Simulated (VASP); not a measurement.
# BN (P6_3/mmc) in VASP: settings compared

The runs below take BN through single point, with PBE, LDA, PBE+D4.

All numbers are computed with VASP 6.6.1; they aren't measurements. Logs are shortened: lines on timing, memory, paths and dates and some standing lists are left out, and cuts for length are marked.

**1. The cell of the first run**

It takes space group P6_3/mmc (No. 194, hexagonal). The conventional cell has a = 2.501 Å, b = 2.501 Å, c = 6.524 Å, α = 90.00°, β = 90.00°, γ = 120.00°. Within 1.9 Å of B (site symmetry -6m2) lie 3 N at 1.44 Å. N (site symmetry -6m2) has 3 B at 1.44 Å within 1.9 Å.

**2. Single point, PBE**

File INCAR:

```
  ALGO = Normal
  EDIFF = 1E-7
  ENCUT = 520
  GGA = PE
  ISIF = 2
  ISMEAR = 0
  LASPH = T
  LCHARG = F
  LREAL = F
  LWAVE = F
  NBANDS = 16
  NELM = 100
  PREC = Accurate
  SIGMA = 0.01
```

File KPOINTS:

```
k-points
0
Gamma
  6 6 2
```

File POSCAR:

```
BN
1.0
    2.5005825875      0.0000000000      0.0000000000
   -1.2502912938      2.1655680450      0.0000000000
    0.0000000000      0.0000000000      6.5236359444
B N
2 2
Direct
    0.3333333333      0.6666666667      0.2500000000
    0.6666666667      0.3333333333      0.7500000000
    0.3333333333      0.6666666667      0.7500000000
    0.6666666667      0.3333333333      0.2500000000
```

Potentials or basis: VASP PAW PBE potentials, release 64 (B, N).

The run is started by

```
$ cat potpaw_PBE.64/B/POTCAR potpaw_PBE.64/N/POTCAR > POTCAR
$ mpirun -np 1 vasp_std > vasp.out
```

OUTCAR:

```text
EDIFF = 1E-7
   ENCUT = 520
   GGA = PE
   ISIF = 2
   ISMEAR = 0
   LASPH = T
   LREAL = F
   NELM = 100
   PREC = Accurate

 ion  position               nearest neighbor table
   1  0.333  0.667  0.250-   4 1.44   4 1.44   4 1.44
   2  0.667  0.333  0.750-   3 1.44   3 1.44   3 1.44
   3  0.333  0.667  0.750-   2 1.44   2 1.44   2 1.44
   4  0.667  0.333  0.250-   1 1.44   1 1.44   1 1.44

  LATTYP: Found a hexagonal cell.
 ALAT       =     2.5005825875
 C/A-ratio  =     2.6088464252

  Lattice vectors:

 A1 = (   2.5005825875,   0.0000000000,   0.0000000000)
 A2 = (  -1.2502912938,   2.1655680450,   0.0000000000)
 A3 = (   0.0000000000,   0.0000000000,   6.5236359444)

Analysis of symmetry for initial positions (statically):
=====================================================================
 Subroutine PRICEL returns:
 Original cell was already a primitive cell.

 Routine SETGRP: Setting up the symmetry group for a
 hexagonal supercell.

 Subroutine GETGRP returns: Found 24 space group operations
 (whereof 12 operations were pure point group operations)
 out of a pool of 24 trial point group operations.

The static configuration has the point symmetry D_3d.
 The point group associated with its full space group is D_6h.

Analysis of symmetry for dynamics (positions and initial velocities):
=====================================================================
 Subroutine PRICEL returns:
 Original cell was already a primitive cell.

 Routine SETGRP: Setting up the symmetry group for a
 hexagonal supercell.

 Subroutine GETGRP returns: Found 24 space group operations
 (whereof 12 operations were pure point group operations)
 out of a pool of 24 trial point group operations.

The dynamic configuration has the point symmetry D_3d.
 The point group associated with its full space group is D_6h.

 Subroutine INISYM returns: Found 24 space group operations
 (whereof 12 operations are pure point group operations),
 and found     1 'primitive' translations

----------------------------------------------------------------------------------------

                                     Primitive cell

  volume of cell :      35.3267

  direct lattice vectors                    reciprocal lattice vectors
     2.500582587  0.000000000  0.000000000     0.399906808  0.230886303  0.000000000
    -1.250291294  2.165568045  0.000000000     0.000000000  0.461772606  0.000000000
     0.000000000  0.000000000  6.523635944     0.000000000  0.000000000  0.153288750

  length of vectors
     2.500582587  2.500582587  6.523635944     0.461772606  0.461772606  0.153288750

  position of ions in fractional coordinates (direct lattice)
     0.333333333  0.666666667  0.250000000
     0.666666667  0.333333333  0.750000000
     0.333333333  0.666666667  0.750000000
     0.666666667  0.333333333  0.250000000

  ion indices of the primitive-cell ions
   primitive index   ion index
                 1           1
                 2           2
                 3           3
                 4           4

----------------------------------------------------------------------------------------

 KPOINTS: k-points

Automatic generation of k-mesh.
 Grid dimensions read from file:
 generate k-points for:    6    6    2

 Generating k-lattice:

  Cartesian coordinates                     Fractional coordinates (reciprocal lattice)
     0.066651135  0.038481051  0.000000000     0.166666667 -0.000000000  0.000000000
     0.000000000  0.076962101  0.000000000     0.000000000  0.166666667  0.000000000
     0.000000000  0.000000000  0.076644375     0.000000000  0.000000000  0.500000000

  Length of vectors
     0.076962101  0.076962101  0.076644375

  Shift w.r.t. Gamma in fractional coordinates (k-lattice)
     0.000000000  0.000000000  0.000000000

 Subroutine IBZKPT returns following result:
 ===========================================

 Found     14 irreducible k-points:

 Following reciprocal coordinates:
            Coordinates               Weight
  0.000000  0.000000  0.000000      1.000000
  0.166667 -0.000000  0.000000      6.000000
  0.333333 -0.000000  0.000000      6.000000
  0.500000 -0.000000  0.000000      3.000000
  0.166667  0.166667  0.000000      6.000000
  0.333333  0.166667  0.000000     12.000000
  0.333333  0.333333  0.000000      2.000000
  0.000000  0.000000  0.500000      1.000000
  0.166667 -0.000000  0.500000      6.000000
  0.333333 -0.000000  0.500000      6.000000
  0.500000 -0.000000  0.500000      3.000000
  0.166667  0.166667  0.500000      6.000000
  0.333333  0.166667  0.500000     12.000000
  0.333333  0.333333  0.500000      2.000000
   k-points           NKPTS =     14   k-points in BZ     NKDIM =     14   number of bands    NBANDS=     16
   number of dos      NEDOS =    301   number of ions     NIONS =      4
   total plane-waves  NPLWV =  20000
   dimension x,y,z NGX =    20 NGY =   20 NGZ =   50
   dimension x,y,z NGXF=    40 NGYF=   40 NGZF=  100
   ions per type =               2   2
   NGX,Y,Z   is equivalent  to a cutoff of  13.30, 13.30, 12.74 a.u.
   NGXF,Y,Z  is equivalent  to a cutoff of  26.59, 26.59, 25.48 a.u.
 SYSTEM =  unknown system
   PREC   = accura    normal or accurate (medium, high low for compatibility)
   ISTART =      0    job   : 0-new  1-cont  2-samecut
   ICHARG =      2    charge: 1-file 2-atom 10-const
   ISPIN  =      1    spin polarized calculation?
   LNONCOLLINEAR =      F non collinear calculations
   LSORBIT =      F    spin-orbit coupling
   LASPH  =      T    aspherical Exc in radial PAW
   ENCUT  =  520.0 eV  38.22 Ry    6.18 a.u.   4.65  4.65 12.13*2*pi/ulx,y,z
   NELM   =    100;   NELMIN=  2; NELMDL= -5     # of ELM steps
   EDIFF  = 0.1E-06   stopping-criterion for ELM
   LREAL  =      F    real-space projection
   EDIFFG = 0.1E-05   stopping-criterion for IOM
   NSW    =      0    number of steps for IOM
   IBRION =     -1    ionic relax: 0-MD 1-quasi-New 2-CG
   NFREE  =      0    steps in history (QN), initial steepest desc. (CG)
   ISIF   =      2    stress and relaxation
   ISYM   =      2    0-nonsym 1-usesym 2-fastsym
   POTIM  = 0.5000    time-step for ionic-motion
   TEBEG  =    0.0;   TEEND  =   0.0 temperature during run
   PSTRESS=    0.0 pullay stress
   NELECT =      16.0000    total number of electrons
   NUPDOWN=      -1.0000    fix difference up-down
   EMIN   =  10.00;   EMAX   =-10.00  energy-range for DOS
   EFERMI =   0.00;   METHOD = LEGACY
   ISMEAR =     0;   SIGMA  =   0.01  broadening in eV -4-tet -1-fermi 0-gaus
   EFERMI_NEDOS =   21; number of points for ismear=-14 and -15
   IALGO  =     38    algorithm
   IMIX   =      4    mixing-type and parameters
     AMIX     =   0.40;   BMIX     =  1.00
     AMIX_MAG =   1.60;   BMIX_MAG =  1.00
  volume/ion in A,a.u.               =       8.83        59.60
  Fermi-wavevector in a.u.,A,eV,Ry     =   1.257228  2.375816 21.505658  1.580621
  Thomas-Fermi vector in A             =   2.390897
   LORBIT       =      0    0 simple, 1 ext, 2 COOP (PROOUT), +10 PAW based schemes
   GGA     = PE    functional components
   LHFCALC =     F    Hartree Fock is set to
   AEXX    =    0.0000 exact exchange contribution
   IVDW    =     0    specifies the selected vdW correction
   LEPSILON=     F    determine dielectric tensor
   LRPA    =     F    only Hartree local field effects (RPA)
 non-spin polarized calculation
 Gauss-broadening in eV      SIGMA  =   0.01
  energy-cutoff  :      520.00
  volume of cell :       35.33
 maximum number of plane-waves:       973
 NGX is ok and might be reduce to    20
   NGX =  9   NGY =  9   NGZ = 25

 number of electron      15.9999997 magnetization

 Free energy of the ion-electron system (eV)
  ---------------------------------------------------
  ext. energy  EPLUGINS =         0.00000000
  ---------------------------------------------------
  free energy    TOTEN  =       -35.13517199 eV

  energy without entropy =      -35.13517199  energy(sigma->0) =      -35.13517199

 E-fermi :   2.4937     XC(G=0): -10.1953

 val. band max:        2.4344640323   @ k =   0.3333   0.3333   0.5000
 cond. band min:       6.6935641696   @ k =   0.5000  -0.0000   0.0000
 fundamental gap:      4.2591001373
 Fermi energy:         2.4937466489

 k-point     1 :       0.0000    0.0000    0.0000
  band No.  band energies     occupation
      1     -15.4071      2.00000
      2     -15.0708      2.00000
      3      -3.8780      2.00000
      4      -1.5668      2.00000
      5       1.1096      2.00000
      6       1.1096      2.00000
[... 8 lines left out ...]
     15      14.8259      0.00000
     16      15.5266      0.00000

 k-point     2 :       0.1667   -0.0000    0.0000
  band No.  band energies     occupation
      1     -14.8674      2.00000
      2     -14.5521      2.00000
      3      -3.1346      2.00000
      4      -0.9085      2.00000
      5      -0.8703      2.00000
      6      -0.8208      2.00000
[... 8 lines left out ...]
     15      16.3581      0.00000
     16      16.4237      0.00000

 k-point     3 :       0.3333   -0.0000    0.0000
  band No.  band energies     occupation
      1     -13.4086      2.00000
      2     -13.1665      2.00000
      3      -4.4730      2.00000
      4      -4.3771      2.00000
      5      -1.1587      2.00000
      6      -1.0866      2.00000
[... 8 lines left out ...]
     15      18.2539      0.00000
     16      21.0539      0.00000

 k-point     4 :       0.5000   -0.0000    0.0000
  band No.  band energies     occupation
      1     -12.1798      2.00000
      2     -12.0977      2.00000
      3      -6.4847      2.00000
      4      -6.4115      2.00000
      5      -1.7162      2.00000
      6      -1.6398      2.00000
[... 8 lines left out ...]
     15      17.8016      0.00000
     16      21.6163      0.00000
[... 134 lines left out ...]
 k-point    12 :       0.1667    0.1667    0.5000
  band No.  band energies     occupation
      1     -13.7243      2.00000
      2     -13.7243      2.00000
      3      -3.0732      2.00000
      4      -3.0732      2.00000
      5      -1.4741      2.00000
      6      -1.4741      2.00000
[... 8 lines left out ...]
     15      17.4978      0.00000
     16      17.4978      0.00000

 k-point    13 :       0.3333    0.1667    0.5000
  band No.  band energies     occupation
      1     -12.2317      2.00000
      2     -12.2317      2.00000
      3      -5.6263      2.00000
      4      -5.6263      2.00000
      5      -2.8608      2.00000
      6      -2.8608      2.00000
[... 8 lines left out ...]
     15      18.7379      0.00000
     16      18.7379      0.00000

 k-point    14 :       0.3333    0.3333    0.5000
  band No.  band energies     occupation
      1     -11.5514      2.00000
      2     -11.5514      2.00000
      3      -5.4777      2.00000
      4      -5.4777      2.00000
      5      -4.7199      2.00000
      6      -4.7199      2.00000
[... 8 lines left out ...]
     15      20.2254      0.00000
     16      20.2257      0.00000

------------------------ aborting loop because EDIFF is reached ----------------------------------------

  FORCE on cell =-STRESS in cart. coord.  units (eV):
  Direction    XX          YY          ZZ          XY          YZ          ZX
  --------------------------------------------------------------------------------------
  -------------------------------------------------------------------------------------
  Total        1.1757919      1.1757919      0.7765627     -0.0000000     -0.0000000      0.0000000
  in kB       53.3259115     53.3259115     35.2195969     -0.0000000     -0.0000000      0.0000000
  external PRESSURE =      47.2904733 kB  Pullay stress =       0.0000000 kB

 VOLUME and BASIS-vectors are now :
 -----------------------------------------------------------------------------
  energy-cutoff  :      520.00
  volume of cell :       35.33
      direct lattice vectors                 reciprocal lattice vectors
     2.500582587  0.000000000  0.000000000     0.399906808  0.230886303  0.000000000
    -1.250291294  2.165568045  0.000000000     0.000000000  0.461772606  0.000000000
     0.000000000  0.000000000  6.523635944     0.000000000  0.000000000  0.153288750

 POSITION                                       TOTAL-FORCE (eV/Angst)
 -----------------------------------------------------------------------------------
     -0.00000      1.44371      1.63091         0.000000      0.000000      0.000000
      1.25029      0.72186      4.89273        -0.000000     -0.000000      0.000000
     -0.00000      1.44371      4.89273        -0.000000      0.000000      0.000000
      1.25029      0.72186      1.63091        -0.000000      0.000000      0.000000
 -----------------------------------------------------------------------------------
    total drift:                               -0.000000      0.000000      0.000000

  FREE ENERGIE OF THE ION-ELECTRON SYSTEM (eV)
  ---------------------------------------------------
  free  energy   TOTEN  =       -35.1351719915 eV

  energy  without entropy=      -35.1351719915  energy(sigma->0) =      -35.13517199
```

Wall time 20 s (1 thread of Intel Xeon 8259CL, shared host); peak memory 0.14 GiB.

What came out:

| Property | Result |
| --- | --- |
| Free energy | -35.1352 eV |
| Pressure | 4.7 GPa |
| Band gap on the k mesh | 4.26 eV, indirect (least direct gap 4.65 eV) |

Caveat: the k points lie up to 0.48 Å⁻¹ apart; this functional lacks dispersion, which binds the layers, so the pressure and a relaxed spacing across them are unreliable. A k mesh can miss the band edges.

[end of part 1 of 3]
